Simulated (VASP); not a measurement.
Wanted: the native input for a VASP 6.6.1 run.

| Item | Value |
| --- | --- |
| Task | single point |
| Functional | PBEsol |
| Potentials or basis | VASP PAW PBE potentials, release 64 (Ta_pv, N) |
| Cutoff | 520 eV |
| k mesh | 18 × 18 × 16 |
| Occupations | gaussian, width 0.15 eV |
| Spin | no spin polarisation |
| Dipole correction | no |
| Further INCAR settings | ALGO = Normal; EDIFF = 1e-06; NBANDS = 15 |

The structure of TaN lies in POSCAR:

```
TaN
1.0
    3.0702000000      0.0000000000      0.0000000000
   -1.5351000000      2.6588711947      0.0000000000
    0.0000000000      0.0000000000      2.9066000000
Ta N
1 1
Direct
    0.3333333333      0.6666666667      0.5000000000
    0.0000000000      0.0000000000      0.0000000000
```

These files were run (other wordings do the same):

INCAR

```
SYSTEM = TaN
  ALGO = Normal
  EDIFF = 1E-6
  ENCUT = 520
  GGA = PS
  ISIF = 2
  ISMEAR = 0
  LASPH = .True.
  LCHARG = .True.
  LELF = .True.
  LREAL = .False.
  LVHAR = .True.
  LWAVE = .False.
  NBANDS = 15
  NELM = 80
  PREC = Accurate
  SIGMA = 0.15
```

KPOINTS

```
k-points
0
Gamma
  18 18 16
  0 0 0
```

Potentials or basis: VASP PAW PBE potentials, release 64 (Ta_pv, N).

The run is started by

```bash
$ cat potpaw_PBE.64/Ta_pv/POTCAR potpaw_PBE.64/N/POTCAR > POTCAR
$ mpirun -np 1 vasp_std > vasp.out
```

Results of the run:

| Property | Result |
| --- | --- |
| Pressure | -30.0 GPa |
| Band gap on the k mesh | zero (band 8 reaches 7.37 eV, above the bottom of band 9 at 7.08 eV) |

Caveat: the PAW data sets were made with another functional, which shifts forces and pressure a little; spin-orbit coupling is left out, which moves the levels of the heavy elements.

It took 32 s on 1 thread of Intel(R) Xeon(R) Platinum 8559C (Emerald Rapids) (shared host), peak memory 0.23 GiB.
